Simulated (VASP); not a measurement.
# Hg (Fm-3m) in VASP: a series of runs

The runs below take Hg through single point, with PBEsol.

Program: VASP 6.6.1. These are calculated values, not measurements. Logs are shortened: lines on timing, memory, paths and dates and some standing lists are left out, and cuts for length are marked.

## (1) The cell of the first run

The structure is cubic, space group Fm-3m (No. 225). Conventional cell: a = 4.688 Å, b = 4.688 Å, c = 4.688 Å, α = 90.00°, β = 90.00°, γ = 90.00°. Hg (site symmetry m-3m) has 12 Hg at 3.32 Å within 4.4 Å.

## (2) Single point, PBEsol (strained)

INCAR reads:

```
SYSTEM = Hg
PREC = Accurate
ENCUT = 520
EDIFF = 1E-6
ISMEAR = 0
SIGMA = 0.05
LREAL = .FALSE.
LASPH = .TRUE.
NELM = 100
ALGO = Normal
ISIF = 2
LWAVE = .FALSE.
LCHARG = .FALSE.
GGA = PS
NBANDS = 12
```

KPOINTS reads:

```
regular mesh
0
G
  12 12 12
  0 0 0
```

POSCAR reads:

```
Hg
1.0
    0.0000000000      2.3441209907      2.3441209907
    2.3441209907      0.0000000000      2.3441209907
    2.3441209907      2.3441209907      0.0000000000
Hg
1
Direct
    0.0000000000      0.0000000000      0.0000000000
```

Potentials or basis: VASP PAW PBE potentials, release 64 (Hg).

Started as:

```
> cat potpaw_PBE.64/Hg/POTCAR > POTCAR
> mpirun -np 1 vasp_std > vasp.out
```

OUTCAR:

```text
SYSTEM = Hg
   PREC = Accurate
   ENCUT = 520
   EDIFF = 1E-6
   ISMEAR = 0
   LREAL = .FALSE.
   LASPH = .TRUE.
   NELM = 100
   ISIF = 2
   GGA = PS

 ion  position               nearest neighbor table
   1  0.000  0.000  0.000-

  LATTYP: Found a face centered cubic cell.
 ALAT       =     4.6882419814

  Lattice vectors:

 A1 = (   0.0000000000,   2.3441209907,   2.3441209907)
 A2 = (   2.3441209907,   0.0000000000,   2.3441209907)
 A3 = (   2.3441209907,   2.3441209907,   0.0000000000)

Analysis of symmetry for initial positions (statically):
=====================================================================
 Subroutine PRICEL returns:
 Original cell was already a primitive cell.

 Routine SETGRP: Setting up the symmetry group for a
 face centered cubic supercell.

 Subroutine GETGRP returns: Found 48 space group operations
 (whereof 48 operations were pure point group operations)
 out of a pool of 48 trial point group operations.

The static configuration has the point symmetry O_h .

Analysis of symmetry for dynamics (positions and initial velocities):
=====================================================================
 Subroutine PRICEL returns:
 Original cell was already a primitive cell.

 Routine SETGRP: Setting up the symmetry group for a
 face centered cubic supercell.

 Subroutine GETGRP returns: Found 48 space group operations
 (whereof 48 operations were pure point group operations)
 out of a pool of 48 trial point group operations.

The dynamic configuration has the point symmetry O_h .

 Subroutine INISYM returns: Found 48 space group operations
 (whereof 48 operations are pure point group operations),
 and found     1 'primitive' translations

----------------------------------------------------------------------------------------

                                     Primitive cell

  volume of cell :      25.7614

  direct lattice vectors                    reciprocal lattice vectors
     0.000000000  2.344120991  2.344120991    -0.213299570  0.213299570  0.213299570
     2.344120991  0.000000000  2.344120991     0.213299570 -0.213299570  0.213299570
     2.344120991  2.344120991  0.000000000     0.213299570  0.213299570 -0.213299570

  length of vectors
     3.315087697  3.315087697  3.315087697     0.369445693  0.369445693  0.369445693

  position of ions in fractional coordinates (direct lattice)
     0.000000000  0.000000000  0.000000000

  ion indices of the primitive-cell ions
   primitive index   ion index
                 1           1

----------------------------------------------------------------------------------------

 KPOINTS: regular mesh

Automatic generation of k-mesh.
 Grid dimensions read from file:
 generate k-points for:   12   12   12

 Generating k-lattice:

  Cartesian coordinates                     Fractional coordinates (reciprocal lattice)
    -0.017774964  0.017774964  0.017774964     0.083333333  0.000000000  0.000000000
     0.017774964 -0.017774964  0.017774964     0.000000000  0.083333333  0.000000000
     0.017774964  0.017774964 -0.017774964     0.000000000  0.000000000  0.083333333

  Length of vectors
     0.030787141  0.030787141  0.030787141

  Shift w.r.t. Gamma in fractional coordinates (k-lattice)
     0.000000000  0.000000000  0.000000000

 Subroutine IBZKPT returns following result:
 ===========================================

 Found     72 irreducible k-points:

 Following reciprocal coordinates:
            Coordinates               Weight
  0.000000  0.000000  0.000000      1.000000
  0.083333  0.000000  0.000000      8.000000
  0.166667  0.000000  0.000000      8.000000
  0.250000  0.000000  0.000000      8.000000
  0.333333  0.000000  0.000000      8.000000
  0.416667  0.000000  0.000000      8.000000
[... 16 lines left out ...]
  0.500000  0.166667  0.000000     24.000000
 -0.416667  0.166667  0.000000     24.000000
 [... further k-points ...]
   k-points           NKPTS =     72   k-points in BZ     NKDIM =     72   number of bands    NBANDS=     12
   number of dos      NEDOS =    301   number of ions     NIONS =      1
   total plane-waves  NPLWV =  21952
   dimension x,y,z NGX =    28 NGY =   28 NGZ =   28
   dimension x,y,z NGXF=    56 NGYF=   56 NGZF=   56
   ions per type =               1
   NGX,Y,Z   is equivalent  to a cutoff of  14.04, 14.04, 14.04 a.u.
   NGXF,Y,Z  is equivalent  to a cutoff of  28.08, 28.08, 28.08 a.u.
 SYSTEM =  Hg
   PREC   = accura    normal or accurate (medium, high low for compatibility)
   ISTART =      0    job   : 0-new  1-cont  2-samecut
   ICHARG =      2    charge: 1-file 2-atom 10-const
   ISPIN  =      1    spin polarized calculation?
   LNONCOLLINEAR =      F non collinear calculations
   LSORBIT =      F    spin-orbit coupling
   LASPH  =      T    aspherical Exc in radial PAW
   ENCUT  =  520.0 eV  38.22 Ry    6.18 a.u.   6.16  6.16  6.16*2*pi/ulx,y,z
   NELM   =    100;   NELMIN=  2; NELMDL= -5     # of ELM steps
   EDIFF  = 0.1E-05   stopping-criterion for ELM
   LREAL  =      F    real-space projection
   EDIFFG = 0.1E-04   stopping-criterion for IOM
   NSW    =      0    number of steps for IOM
   IBRION =     -1    ionic relax: 0-MD 1-quasi-New 2-CG
   NFREE  =      0    steps in history (QN), initial steepest desc. (CG)
   ISIF   =      2    stress and relaxation
   ISYM   =      2    0-nonsym 1-usesym 2-fastsym
   POTIM  = 0.5000    time-step for ionic-motion
   TEBEG  =    0.0;   TEEND  =   0.0 temperature during run
   PSTRESS=    0.0 pullay stress
   NELECT =      12.0000    total number of electrons
   NUPDOWN=      -1.0000    fix difference up-down
   EMIN   =  10.00;   EMAX   =-10.00  energy-range for DOS
   EFERMI =   0.00;   METHOD = LEGACY
   ISMEAR =     0;   SIGMA  =   0.05  broadening in eV -4-tet -1-fermi 0-gaus
   EFERMI_NEDOS =   21; number of points for ismear=-14 and -15
   IALGO  =     38    algorithm
   IMIX   =      4    mixing-type and parameters
     AMIX     =   0.40;   BMIX     =  1.00
     AMIX_MAG =   1.60;   BMIX_MAG =  1.00
  volume/ion in A,a.u.               =      25.76       173.85
  Fermi-wavevector in a.u.,A,eV,Ry     =   1.269049  2.398156 21.912000  1.610487
  Thomas-Fermi vector in A             =   2.402112
   LORBIT       =      0    0 simple, 1 ext, 2 COOP (PROOUT), +10 PAW based schemes
   GGA     = PS    functional components
   LHFCALC =     F    Hartree Fock is set to
   AEXX    =    0.0000 exact exchange contribution
   IVDW    =     0    specifies the selected vdW correction
   LEPSILON=     F    determine dielectric tensor
   LRPA    =     F    only Hartree local field effects (RPA)
 non-spin polarized calculation
 Gauss-broadening in eV      SIGMA  =   0.05
  energy-cutoff  :      520.00
  volume of cell :       25.76
 maximum number of plane-waves:       704
 NGX is ok and might be reduce to    28
   NGX = 13   NGY = 13   NGZ = 13

 number of electron      12.0000002 magnetization

 Free energy of the ion-electron system (eV)
  ---------------------------------------------------
  ext. energy  EPLUGINS =         0.00000000
  ---------------------------------------------------
  free energy    TOTEN  =        -0.53400957 eV

  energy without entropy =       -0.53367247  energy(sigma->0) =       -0.53384102

 E-fermi :   1.6483     XC(G=0): -10.5765

 val. band max:        1.6288822854   @ k =  -0.3333   0.4167   0.0833
 cond. band min:       1.8905443826   @ k =   0.5000   0.5000   0.0000
 fundamental gap:      0.2616620973
 Fermi energy:         1.6482758910

 k-point     1 :       0.0000    0.0000    0.0000
  band No.  band energies     occupation
      1      -6.5181      2.00000
      2      -4.8187      2.00000
      3      -4.8187      2.00000
      4      -4.8187      2.00000
      5      -4.2815      2.00000
      6      -4.2815      2.00000
      7      15.2089      0.00000
      8      15.8236      0.00000
      9      15.8236      0.00000
     10      15.8236      0.00000
     11      19.7211      0.00000
     12      20.7861      0.00000

 k-point     2 :       0.0833    0.0000    0.0000
  band No.  band energies     occupation
      1      -6.3546      2.00000
      2      -4.8337      2.00000
      3      -4.7857      2.00000
      4      -4.7857      2.00000
      5      -4.2895      2.00000
      6      -4.2895      2.00000
      7      13.9538      0.00000
      8      15.3397      0.00000
      9      15.7018      0.00000
     10      15.7018      0.00000
     11      19.8143      0.00000
     12      20.8977      0.00000

 k-point     3 :       0.1667    0.0000    0.0000
  band No.  band energies     occupation
      1      -5.9238      2.00000
      2      -4.8082      2.00000
      3      -4.7196      2.00000
      4      -4.7196      2.00000
      5      -4.2832      2.00000
      6      -4.2832      2.00000
      7      11.0078      0.00000
      8      15.3482      0.00000
      9      15.3482      0.00000
     10      15.4169      0.00000
     11      19.1577      0.00000
     12      20.5464      0.00000
[... 286 lines left out ...]
 k-point    23 :       0.5000    0.1667    0.0000
  band No.  band energies     occupation
      1      -5.3837      2.00000
      2      -4.8832      2.00000
      3      -4.5882      2.00000
      4      -4.2967      2.00000
      5      -3.8137      2.00000
      6      -0.4615      2.00000
      7       2.4730      0.00000
      8      10.2603      0.00000
      9      11.8323      0.00000
     10      14.0020      0.00000
     11      20.5412      0.00000
     12      20.9674      0.00000

 k-point    24 :      -0.4167    0.1667    0.0000
  band No.  band energies     occupation
      1      -5.3624      2.00000
      2      -4.8925      2.00000
      3      -4.6119      2.00000
      4      -4.1995      2.00000
      5      -3.8975      2.00000
      6       0.0274      2.00000
      7       1.9134      0.00000
      8       9.6142      0.00000
      9      12.4687      0.00000
     10      14.2003      0.00000
     11      20.0153      0.00000
     12      20.5626      0.00000

 [... further k-points ...]

------------------------ aborting loop because EDIFF is reached ----------------------------------------

  FORCE on cell =-STRESS in cart. coord.  units (eV):
  Direction    XX          YY          ZZ          XY          YZ          ZX
  --------------------------------------------------------------------------------------
  -------------------------------------------------------------------------------------
  Total       -0.3567060     -0.3567060     -0.3567060      0.0000000      0.0000000      0.0000000
  in kB      -22.1845670    -22.1845670    -22.1845670      0.0000000      0.0000000      0.0000000
  external PRESSURE =     -22.1845670 kB  Pullay stress =       0.0000000 kB

 VOLUME and BASIS-vectors are now :
 -----------------------------------------------------------------------------
  energy-cutoff  :      520.00
  volume of cell :       25.76
      direct lattice vectors                 reciprocal lattice vectors
     0.000000000  2.344120991  2.344120991    -0.213299570  0.213299570  0.213299570
     2.344120991  0.000000000  2.344120991     0.213299570 -0.213299570  0.213299570
     2.344120991  2.344120991  0.000000000     0.213299570  0.213299570 -0.213299570

 POSITION                                       TOTAL-FORCE (eV/Angst)
 -----------------------------------------------------------------------------------
      0.00000      0.00000      0.00000        -0.000000     -0.000000     -0.000000
 -----------------------------------------------------------------------------------
    total drift:                               -0.000000     -0.000000     -0.000000

  FREE ENERGIE OF THE ION-ELECTRON SYSTEM (eV)
  ---------------------------------------------------
  free  energy   TOTEN  =        -0.5340095659 eV

  energy  without entropy=       -0.5336724729  energy(sigma->0) =       -0.53384102
```

It took 21 s on 1 thread of Intel Xeon 8259CL, shared host; peak memory 0.17 GiB.

What came out:

- Free energy: -0.5340 eV
- Pressure: -2.2 GPa
- Band gap on the k mesh: zero (bands 6 and 7 overlap by 1.38 eV)

Levels at points of the mesh, in eV from the Fermi level:
```tsv
k point	band 4	band 5	band 6	band 7	band 8	band 9
(0.00, 0.00, 0.00)	-6.47	-5.93	-5.93	13.56	14.18	14.18
(0.50, 0.00, 0.00)	-5.48	-5.48	-1.55	-1.06	11.94	11.94
(0.50, 0.50, 0.00)	-5.36	-5.36	0.24	0.35	6.93	6.93
```

Caveat: the cell differs from its parent crystal (strained); the PAW data sets were made with another functional, which shifts forces and pressure a little; spin-orbit coupling is left out, which moves the levels of the heavy elements.

## (3) Single point, PBEsol (strained)

INCAR reads:

```
SYSTEM = Hg
PREC     = Accurate       ! precision mode
ENCUT    = 520            ! plane-wave cutoff, eV
EDIFF    = 1E-7           ! SCF threshold, eV
ISMEAR   = 0              ! smearing method
SIGMA    = 0.05           ! smearing width, eV
LREAL    = .FALSE.        ! projectors in reciprocal space
LASPH    = .TRUE.         ! aspherical terms in the spheres
NELM     = 60             ! most SCF steps
ALGO     = Normal         ! electronic algorithm
ISIF     = 2              ! what is computed and relaxed
LWAVE    = .FALSE.        ! write WAVECAR
LCHARG   = .FALSE.        ! write CHGCAR
GGA      = PS             ! functional
NBANDS   = 12             ! bands
```

KPOINTS reads:

```
Automatic mesh
0
G
  12 12 12
  0 0 0
```

POSCAR reads:

```
Hg
1.0
    0.0000000000      2.4658214417      2.4658214417
    2.4658214417      0.0000000000      2.4658214417
    2.4658214417      2.4658214417      0.0000000000
Hg
1
Direct
    0.0000000000      0.0000000000      0.0000000000
```

Potentials or basis: VASP PAW PBE potentials, release 64 (Hg).

Started as:

```
> cat potpaw_PBE.64/Hg/POTCAR > POTCAR
> mpirun -np 1 vasp_std > vasp.out
```

Run time: 21 s. Hardware: 1 thread of Intel Xeon 8259CL, shared host; peak memory 0.17 GiB.

It converged, with:

```yaml
Free_energy: -0.4629 eV
Pressure: -2.4 GPa
Band_gap_on_the_k_mesh: zero (bands 6 and 7 overlap by 0.31 eV)
```

Levels at points of the mesh, in eV from the Fermi level:
| k point | band 2 | band 3 | band 4 | band 5 | band 6 | band 7 | band 8 | band 9 | band 10 | band 11 |
| --- | --- | --- | --- | --- | --- | --- | --- | --- | --- | --- |
| (0.00, 0.00, 0.00) | -5.93 | -5.93 | -5.93 | -5.54 | -5.54 | 12.97 | 12.97 | 12.97 | 13.31 | 16.61 |
| (0.50, 0.00, 0.00) | -5.93 | -5.93 | -5.21 | -5.21 | -1.64 | -0.34 | 10.94 | 10.94 | 12.60 | 15.30 |
| (0.50, 0.50, 0.00) | -6.44 | -5.23 | -5.12 | -5.12 | -0.03 | 0.78 | 6.67 | 6.67 | 10.14 | 11.67 |

Caveat: the cell differs from its parent crystal (strained); the PAW data sets were made with another functional, which shifts forces and pressure a little; spin-orbit coupling is left out, which moves the levels of the heavy elements.
